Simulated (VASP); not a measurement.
# TiAl (R-3m) in VASP: further runs

TiAl is run at these levels: PBEsol; tasks: single point.

Program: VASP 6.6.1. These are calculated values, not measurements. Logs are shortened: lines on timing, memory, paths and dates and some standing lists are left out, and cuts for length are marked.

## (1) The cell of the first run

Symmetry: R-3m, No. 166, trigonal system. Conventional cell: a = 5.664 Å, b = 5.664 Å, c = 3.469 Å, α = 90.00°, β = 90.00°, γ = 120.00°. Ti (site symmetry -3m) has 2 Al at 1.73 Å within 2.3 Å. Al (site symmetry -3m) has 2 Ti at 1.73 Å within 2.3 Å.

## (2) Single point, PBEsol

INCAR reads:

```
PREC = Accurate
ENCUT = 520
EDIFF = 1E-6
ISMEAR = 0
SIGMA = 0.15
LREAL = F
LASPH = T
NELM = 60
ALGO = Fast
ISIF = 2
LWAVE = F
LCHARG = T
GGA = PS
LELF = T
LVHAR = T
NBANDS = 14
```

KPOINTS reads:

```
regular mesh
0
Gamma
  16 16 16
```

POSCAR reads:

```
TiAl
1.0
    3.3378080438     -0.6675616088     -0.6675616088
   -0.6675616088      3.3378080438     -0.6675616088
   -0.6675616088     -0.6675616088      3.3378080438
Ti Al
1 1
Direct
    0.0000000000      0.0000000000      0.0000000000
    0.5000000000      0.5000000000      0.5000000000
```

Potentials or basis: VASP PAW PBE potentials, release 64 (Ti_sv, Al).

On the command line:

```bash
$ cat potpaw_PBE.64/Ti_sv/POTCAR potpaw_PBE.64/Al/POTCAR > POTCAR
$ mpirun -np 1 vasp_std > vasp.out
```

OUTCAR:

```text
PREC = Accurate
   ENCUT = 520
   EDIFF = 1E-6
   ISMEAR = 0
   LREAL = F
   LASPH = T
   NELM = 60
   ISIF = 2
   GGA = PS

 ion  position               nearest neighbor table
   1  0.000  0.000  0.000-   2 1.73   2 1.73
   2  0.500  0.500  0.500-   1 1.73   1 1.73

  LATTYP: Found a body centered cubic cell.
 ALAT       =     4.0053696526

  Lattice vectors:

 A1 = (   3.3378080438,  -0.6675616088,  -0.6675616088)
 A2 = (  -0.6675616088,   3.3378080438,  -0.6675616088)
 A3 = (  -0.6675616088,  -0.6675616088,   3.3378080438)

Analysis of symmetry for initial positions (statically):
=====================================================================
 Subroutine PRICEL returns:
 Original cell was already a primitive cell.

 Routine SETGRP: Setting up the symmetry group for a
 body centered cubic supercell.

 Subroutine GETGRP returns: Found 12 space group operations
 (whereof 12 operations were pure point group operations)
 out of a pool of 48 trial point group operations.

The static configuration has the point symmetry D_3d.

Analysis of symmetry for dynamics (positions and initial velocities):
=====================================================================
 Subroutine PRICEL returns:
 Original cell was already a primitive cell.

 Routine SETGRP: Setting up the symmetry group for a
 body centered cubic supercell.

 Subroutine GETGRP returns: Found 12 space group operations
 (whereof 12 operations were pure point group operations)
 out of a pool of 48 trial point group operations.

The dynamic configuration has the point symmetry D_3d.

 Subroutine INISYM returns: Found 12 space group operations
 (whereof 12 operations are pure point group operations),
 and found     1 'primitive' translations

----------------------------------------------------------------------------------------

                                     Primitive cell

  volume of cell :      32.1290

  direct lattice vectors                    reciprocal lattice vectors
     3.337808044 -0.667561609 -0.667561609     0.332886462  0.083221616  0.083221616
    -0.667561609  3.337808044 -0.667561609     0.083221616  0.332886462  0.083221616
    -0.667561609 -0.667561609  3.337808044     0.083221616  0.083221616  0.332886462

  length of vectors
     3.468751871  3.468751871  3.468751871     0.353079412  0.353079412  0.353079412

  position of ions in fractional coordinates (direct lattice)
     0.000000000  0.000000000  0.000000000
     0.500000000  0.500000000  0.500000000

  ion indices of the primitive-cell ions
   primitive index   ion index
                 1           1
                 2           2

----------------------------------------------------------------------------------------

 KPOINTS: regular mesh

Automatic generation of k-mesh.
 Grid dimensions read from file:
 generate k-points for:   16   16   16

 Generating k-lattice:

  Cartesian coordinates                     Fractional coordinates (reciprocal lattice)
     0.020805404  0.005201351  0.005201351     0.062500000  0.000000000  0.000000000
     0.005201351  0.020805404  0.005201351     0.000000000  0.062500000  0.000000000
     0.005201351  0.005201351  0.020805404     0.000000000  0.000000000  0.062500000

  Length of vectors
     0.022067463  0.022067463  0.022067463

  Shift w.r.t. Gamma in fractional coordinates (k-lattice)
     0.000000000  0.000000000  0.000000000

 Subroutine IBZKPT returns following result:
 ===========================================

 Found    417 irreducible k-points:

 Following reciprocal coordinates:
            Coordinates               Weight
  0.000000  0.000000  0.000000      1.000000
  0.062500 -0.000000  0.000000      6.000000
  0.062500  0.000000 -0.062500      6.000000
  0.125000 -0.000000  0.000000      6.000000
  0.125000  0.000000 -0.125000      6.000000
  0.187500 -0.000000 -0.000000      6.000000
[... 16 lines left out ...]
  0.187500 -0.062500 -0.000000     12.000000
  0.187500 -0.125000 -0.062500     12.000000
 [... further k-points ...]
   k-points           NKPTS =    417   k-points in BZ     NKDIM =    417   number of bands    NBANDS=     14
   number of dos      NEDOS =    301   number of ions     NIONS =      2
   total plane-waves  NPLWV =  21952
   dimension x,y,z NGX =    28 NGY =   28 NGZ =   28
   dimension x,y,z NGXF=    56 NGYF=   56 NGZF=   56
   ions per type =               1   1
   NGX,Y,Z   is equivalent  to a cutoff of  13.42, 13.42, 13.42 a.u.
   NGXF,Y,Z  is equivalent  to a cutoff of  26.84, 26.84, 26.84 a.u.
 SYSTEM =  unknown system
   PREC   = accura    normal or accurate (medium, high low for compatibility)
   ISTART =      0    job   : 0-new  1-cont  2-samecut
   ICHARG =      2    charge: 1-file 2-atom 10-const
   ISPIN  =      1    spin polarized calculation?
   LNONCOLLINEAR =      F non collinear calculations
   LSORBIT =      F    spin-orbit coupling
   LASPH  =      T    aspherical Exc in radial PAW
   ENCUT  =  520.0 eV  38.22 Ry    6.18 a.u.   6.45  6.45  6.45*2*pi/ulx,y,z
   NELM   =     60;   NELMIN=  2; NELMDL= -5     # of ELM steps
   EDIFF  = 0.1E-05   stopping-criterion for ELM
   LREAL  =      F    real-space projection
   EDIFFG = 0.1E-04   stopping-criterion for IOM
   NSW    =      0    number of steps for IOM
   IBRION =     -1    ionic relax: 0-MD 1-quasi-New 2-CG
   NFREE  =      0    steps in history (QN), initial steepest desc. (CG)
   ISIF   =      2    stress and relaxation
   ISYM   =      2    0-nonsym 1-usesym 2-fastsym
   POTIM  = 0.5000    time-step for ionic-motion
   TEBEG  =    0.0;   TEEND  =   0.0 temperature during run
   PSTRESS=    0.0 pullay stress
   NELECT =      15.0000    total number of electrons
   NUPDOWN=      -1.0000    fix difference up-down
   EMIN   =  10.00;   EMAX   =-10.00  energy-range for DOS
   EFERMI =   0.00;   METHOD = LEGACY
   ISMEAR =     0;   SIGMA  =   0.15  broadening in eV -4-tet -1-fermi 0-gaus
   EFERMI_NEDOS =   21; number of points for ismear=-14 and -15
   IALGO  =     68    algorithm
   IMIX   =      4    mixing-type and parameters
     AMIX     =   0.40;   BMIX     =  1.00
     AMIX_MAG =   1.60;   BMIX_MAG =  1.00
  volume/ion in A,a.u.               =      16.06       108.41
  Fermi-wavevector in a.u.,A,eV,Ry     =   1.270007  2.399964 21.945065  1.612917
  Thomas-Fermi vector in A             =   2.403017
   LORBIT       =      0    0 simple, 1 ext, 2 COOP (PROOUT), +10 PAW based schemes
   GGA     = PS    functional components
   LHFCALC =     F    Hartree Fock is set to
   AEXX    =    0.0000 exact exchange contribution
   IVDW    =     0    specifies the selected vdW correction
   LEPSILON=     F    determine dielectric tensor
   LRPA    =     F    only Hartree local field effects (RPA)
 non-spin polarized calculation
 RMM-DIIS sequential band-by-band and
 Gauss-broadening in eV      SIGMA  =   0.15
  energy-cutoff  :      520.00
  volume of cell :       32.13
 maximum number of plane-waves:       899
 NGX is ok and might be reduce to    28

 number of electron      14.9999998 magnetization

 Free energy of the ion-electron system (eV)
  ---------------------------------------------------
  ext. energy  EPLUGINS =         0.00000000
  ---------------------------------------------------
  free energy    TOTEN  =        -1.46154433 eV

  energy without entropy =       -1.43505594  energy(sigma->0) =       -1.44830014

 E-fermi :   7.8133     XC(G=0): -10.8275

 val. band max:        7.8062115804   @ k =   0.3750  -0.1875  -0.1875
 cond. band min:       7.8166046814   @ k =  -0.3750  -0.3125  -0.3125
 fundamental gap:      0.0103931010
 Fermi energy:         7.8133346005

 k-point     1 :       0.0000    0.0000    0.0000
  band No.  band energies     occupation
      1     -48.1517      2.00000
      2     -25.3124      2.00000
      3     -24.3668      2.00000
      4     -24.3668      2.00000
      5       0.0085      2.00000
      6       7.0049      2.00000
      7       7.1772      2.00000
      8       7.1772      2.00000
      9       8.9247      0.00000
     10       8.9247      0.00000
     11      14.3598      0.00000
     12      14.3598      0.00000
     13      18.2588      0.00000
     14      19.0132      0.00000

 k-point     2 :       0.0625   -0.0000    0.0000
  band No.  band energies     occupation
      1     -48.1489      2.00000
      2     -25.3254      2.00000
      3     -24.3698      2.00000
      4     -24.3675      2.00000
      5       0.0929      2.00000
      6       7.0071      2.00000
      7       7.1306      2.00000
      8       7.1509      2.00000
      9       8.9158      0.00000
     10       8.9451      0.00000
     11      14.4419      0.00000
     12      14.4745      0.00000
     13      17.7807      0.00000
     14      18.5315      0.00000

 k-point     3 :       0.0625    0.0000   -0.0625
  band No.  band energies     occupation
      1     -48.1513      2.00000
      2     -25.3129      2.00000
      3     -24.3710      2.00000
      4     -24.3678      2.00000
      5       0.0847      2.00000
      6       6.9666      2.00000
      7       7.1866      2.00000
      8       7.2082      2.00000
      9       8.8266      0.00000
     10       8.9489      0.00000
     11      14.3073      0.00000
     12      14.3230      0.00000
     13      17.9189      0.00000
     14      18.3831      0.00000

 k-point     4 :       0.1250   -0.0000    0.0000
  band No.  band energies     occupation
      1     -48.1409      2.00000
      2     -25.3620      2.00000
      3     -24.3779      2.00000
      4     -24.3692      2.00000
      5       0.3433      2.00000
      6       6.7985      2.00000
      7       7.0756      2.00000
      8       7.2213      2.00000
      9       8.8996      0.00000
     10       9.0169      0.00000
     11      14.5498      0.00000
     12      14.8036      0.00000
     13      16.7834      0.00000
     14      17.5629      0.00000

 k-point     5 :       0.1250    0.0000   -0.1250
  band No.  band energies     occupation
      1     -48.1501      2.00000
      2     -25.3142      2.00000
      3     -24.3827      2.00000
      4     -24.3705      2.00000
      5       0.3105      2.00000
      6       6.8419      2.00000
      7       7.2273      2.00000
      8       7.2961      2.00000
      9       8.5557      0.00000
     10       9.0275      0.00000
     11      14.1047      0.00000
[... 276 lines left out ...]
 k-point    22 :       0.1875    0.0000   -0.1250
  band No.  band energies     occupation
      1     -48.1466      2.00000
      2     -25.3279      2.00000
      3     -24.3925      2.00000
      4     -24.3723      2.00000
      5       0.5407      2.00000
      6       6.6866      2.00000
      7       7.2298      2.00000
      8       7.3688      1.99997
      9       8.4166      0.00000
     10       9.1178      0.00000
     11      13.9359      0.00000
     12      14.1388      0.00000
     13      16.6434      0.00000
     14      17.6585      0.00000

 k-point    23 :       0.1875   -0.0625   -0.0000
  band No.  band energies     occupation
      1     -48.1398      2.00000
      2     -25.3633      2.00000
      3     -24.3896      2.00000
      4     -24.3708      2.00000
      5       0.5657      2.00000
      6       6.6092      2.00000
      7       7.1369      2.00000
      8       7.3425      1.99999
      9       8.6788      0.00000
     10       9.1138      0.00000
     11      14.1423      0.00000
     12      14.6423      0.00000
     13      16.2763      0.00000
     14      17.2218      0.00000

 k-point    24 :       0.1875   -0.1250   -0.0625
  band No.  band energies     occupation
      1     -48.1490      2.00000
      2     -25.3155      2.00000
      3     -24.3930      2.00000
      4     -24.3734      2.00000
      5       0.5321      2.00000
      6       6.7290      2.00000
      7       7.2357      2.00000
      8       7.4048      1.99988
      9       8.3035      0.00000
     10       9.1205      0.00000
     11      13.8166      0.00000
     12      14.0296      0.00000
     13      17.0640      0.00000
     14      17.5683      0.00000

 [... further k-points ...]
[... 5 lines left out ...]
  --------------------------------------------------------------------------------------
  -------------------------------------------------------------------------------------
  Total       14.2751427     14.2751427     14.2751427     19.9748520     19.9748520     19.9748520
  in kB      711.8577675    711.8577675    711.8577675    996.0848615    996.0848615    996.0848615
  external PRESSURE =     711.8577675 kB  Pullay stress =       0.0000000 kB

 VOLUME and BASIS-vectors are now :
 -----------------------------------------------------------------------------
  energy-cutoff  :      520.00
  volume of cell :       32.13
      direct lattice vectors                 reciprocal lattice vectors
     3.337808044 -0.667561609 -0.667561609     0.332886462  0.083221616  0.083221616
    -0.667561609  3.337808044 -0.667561609     0.083221616  0.332886462  0.083221616
    -0.667561609 -0.667561609  3.337808044     0.083221616  0.083221616  0.332886462

 POSITION                                       TOTAL-FORCE (eV/Angst)
 -----------------------------------------------------------------------------------
      0.00000      0.00000      0.00000        -0.000000      0.000000     -0.000000
      1.00134      1.00134      1.00134         0.000000     -0.000000      0.000000
 -----------------------------------------------------------------------------------
    total drift:                               -0.000000     -0.000000     -0.000000

  FREE ENERGIE OF THE ION-ELECTRON SYSTEM (eV)
  ---------------------------------------------------
  free  energy   TOTEN  =        -1.4615443292 eV

  energy  without entropy=       -1.4350559433  energy(sigma->0) =       -1.44830014
```

It took 4.5 min on 1 thread of Intel Xeon 6975P-C (Granite Rapids), shared host; peak memory 0.32 GiB.

What came out:

```yaml
Free_energy: -1.4615 eV
Pressure: 71.2 GPa
```

Levels at points of the mesh, in eV from the Fermi level:
```tsv
k point	band 5	band 6	band 7	band 8	band 9	band 10
(0.00, 0.00, 0.00)	-7.80	-0.81	-0.64	-0.64	1.11	1.11
(0.50, 0.00, 0.00)	-3.85	-3.41	-1.32	0.29	1.27	1.40
(0.50, 0.00, 0.50)	-4.44	-2.94	-1.17	-0.22	0.22	2.68
(0.50, 0.50, 0.50)	-3.33	-3.33	0.06	0.92	2.26	2.26
```

Caveat: the PAW data sets were made with another functional, which shifts forces and pressure a little.

## (3) Single point, PBEsol

This run uses another cell than the first one, of the same volume but with other edges.

INCAR reads:

```
SYSTEM = TiAl
ALGO = Fast ; EDIFF = 1E-6
ENCUT = 520 ; GGA = PS
ISIF = 2 ; ISMEAR = 0
LASPH = .TRUE. ; LCHARG = .FALSE.
LREAL = .FALSE. ; LWAVE = .FALSE.
NBANDS = 14 ; NELM = 80
PREC = Accurate ; SIGMA = 0.15
```

KPOINTS reads:

```
k-points
0
G
  16 16 16
  0 0 0
```

POSCAR reads:

```
TiAl
1.0
    3.2190510025     -0.3444740925     -0.3444740925
   -0.3444740925      3.2190510025     -0.3444740925
   -0.3444740925     -0.3444740925      3.2190510025
Ti Al
1 1
Direct
    0.0000000000      0.0000000000      0.0000000000
    0.5000000000      0.5000000000      0.5000000000
```

Potentials or basis: VASP PAW PBE potentials, release 64 (Ti_sv, Al).

On the command line:

```bash
$ cat potpaw_PBE.64/Ti_sv/POTCAR potpaw_PBE.64/Al/POTCAR > POTCAR
$ mpirun -np 1 vasp_std > vasp.out
```

Wall time 2.5 min (1 thread of Intel Xeon 6975P-C (Granite Rapids), shared host); peak memory 0.29 GiB.

It converged, with:

```yaml
Free_energy: -10.7950 eV
Pressure: 15.0 GPa
```

Stress tensor (GPa, compression positive):
```
15.02 36.06 36.06
36.06 15.02 36.06
36.06 36.06 15.02
```

Levels at points of the mesh, in eV from the Fermi level:
```tsv
k point	band 3	band 4	band 5	band 6	band 7	band 8	band 9	band 10	band 11	band 12
(0.00, 0.00, 0.00)	-32.43	-32.43	-8.71	-0.79	-0.79	0.73	1.96	1.96	5.49	5.66
(0.50, 0.00, 0.00)	-32.50	-32.42	-5.15	-4.55	-0.58	-0.34	1.66	2.02	3.50	6.14
(0.50, 0.50, 0.00)	-32.58	-32.44	-4.79	-2.74	-1.05	0.59	0.61	1.13	2.93	4.54
(0.50, 0.50, 0.50)	-32.56	-32.56	-3.06	-3.06	-1.76	0.24	2.23	2.23	2.90	2.90
```

Caveat: the PAW data sets were made with another functional, which shifts forces and pressure a little.

## (4) Single point, PBEsol

This run uses another cell than the first one, of the same volume but with other edges.

INCAR reads:

```
SYSTEM = TiAl
ALGO = Fast ; EDIFF = 1E-7
ENCUT = 520 ; GGA = PS
ISIF = 2 ; ISMEAR = 0
LASPH = .TRUE. ; LCHARG = .FALSE.
LREAL = .FALSE. ; LWAVE = .FALSE.
NBANDS = 14 ; NELM = 60
PREC = Accurate ; SIGMA = 0.15
```

KPOINTS is that of step 3.

POSCAR reads:

```
TiAl
1.0
    3.2224982572      0.3874558022      0.3874558022
    0.3874558022      3.2224982572      0.3874558022
    0.3874558022      0.3874558022      3.2224982572
Ti Al
1 1
Direct
    0.0000000000      0.0000000000      0.0000000000
    0.5000000000      0.5000000000      0.5000000000
```

On the command line:

```bash
$ cat potpaw_PBE.64/Ti_sv/POTCAR potpaw_PBE.64/Al/POTCAR > POTCAR
$ mpirun -np 1 vasp_std > vasp.out
```

It took 3.1 min on 1 thread of Intel Xeon 6975P-C (Granite Rapids), shared host; peak memory 0.3 GiB.

It converged, with:

* Free energy: -12.4537 eV
* Pressure: 5.8 GPa

Stress tensor (GPa, compression positive):
```
 5.76 -6.61 -6.61
-6.61  5.76 -6.61
-6.61 -6.61  5.76
```

Levels at points of the mesh, in eV from the Fermi level:
```csv
k point,band 6,band 7,band 8,band 9,band 10,band 11
"(0.00, 0.00, 0.00)",-0.73,-0.73,1.19,1.19,1.95,5.11
"(0.50, 0.00, 0.00)",-4.52,-0.87,0.87,0.90,1.59,3.31
"(0.50, 0.50, 0.00)",-2.34,-1.31,0.09,1.07,1.32,2.75
"(0.50, 0.50, 0.50)",-2.01,-2.01,-1.64,2.68,2.68,4.53
```

Caveat: the PAW data sets were made with another functional, which shifts forces and pressure a little.

## (5) Single point, PBEsol

This run uses another cell than the first one, of the same volume but with other edges.

INCAR reads:

```
SYSTEM = TiAl
PREC = Accurate ; ENCUT = 520
EDIFF = 1E-6 ; ISMEAR = 0
SIGMA = 0.15 ; LREAL = .FALSE.
LASPH = .TRUE. ; NELM = 60
ALGO = Fast ; ISIF = 2
LWAVE = .FALSE. ; LCHARG = .FALSE.
GGA = PS ; NBANDS = 14
```

KPOINTS reads:

```
regular mesh
0
G
  16 16 16
  0 0 0
```

POSCAR reads:

```
TiAl
1.0
    3.2666375318     -0.5025596203     -0.5025596203
   -0.5025596203      3.2666375318     -0.5025596203
   -0.5025596203     -0.5025596203      3.2666375318
Ti Al
1 1
Direct
    0.0000000000      0.0000000000      0.0000000000
    0.5000000000      0.5000000000      0.5000000000
```

On the command line:

```bash
$ cat potpaw_PBE.64/Ti_sv/POTCAR potpaw_PBE.64/Al/POTCAR > POTCAR
$ mpirun -np 1 vasp_std > vasp.out
```

Wall time 5.4 min (1 thread of Intel Xeon 6975P-C (Granite Rapids), shared host); peak memory 0.31 GiB.

Results (log left out):

```
Free energy : -7.4726 eV
Pressure    : 38.1 GPa
```

Stress tensor (GPa, compression positive):
```
38.12 64.09 64.09
64.09 38.12 64.09
64.09 64.09 38.12
```

Levels at points of the mesh, in eV from the Fermi level:
```tsv
k point	band 4	band 5	band 6	band 7	band 8	band 9	band 10	band 11
(0.00, 0.00, 0.00)	-32.23	-8.37	-0.57	-0.57	-0.06	1.62	1.62	6.29
(0.50, 0.00, 0.00)	-32.24	-4.43	-4.18	-0.79	-0.35	1.73	1.74	3.44
(0.50, 0.50, 0.00)	-32.26	-4.75	-2.93	-1.01	0.28	0.93	2.56	2.86
(0.50, 0.50, 0.50)	-32.35	-3.15	-3.15	-1.02	0.42	2.21	2.21	2.66
```

Caveat: the PAW data sets were made with another functional, which shifts forces and pressure a little.

## (6) The runs side by side

| cell | further INCAR settings | gap on the mesh (eV) | pressure (GPa) |
| --- | --- | --- | --- |
| a = 3.469 Å, angles 109.5°, 2 atoms | ALGO = Fast; EDIFF = 1e-06; NBANDS = 14 | none | 71.2 |
| a = 3.256 Å, angles 101.4°, 2 atoms | ALGO = Fast; EDIFF = 1e-06; NBANDS = 14 | none | 15.0 |
| a = 3.269 Å, angles 75.7°, 2 atoms | ALGO = Fast; EDIFF = 1e-07; NBANDS = 14 | none | 5.8 |
| a = 3.343 Å, angles 105.7°, 2 atoms | ALGO = Fast; EDIFF = 1e-06; NBANDS = 14 | none | 38.1 |

Alike in all rows: task single point; level PBEsol; potentials or basis VASP PAW PBE potentials, release 64 (Ti_sv, Al); no spin polarisation; k mesh 16 × 16 × 16; cutoff (eV) 520; smearing gaussian 0.15 eV.

Caveats: the PAW data sets were made with another functional, which shifts forces and pressure a little.

Absolute energies hang on the potentials; compare differences alone.
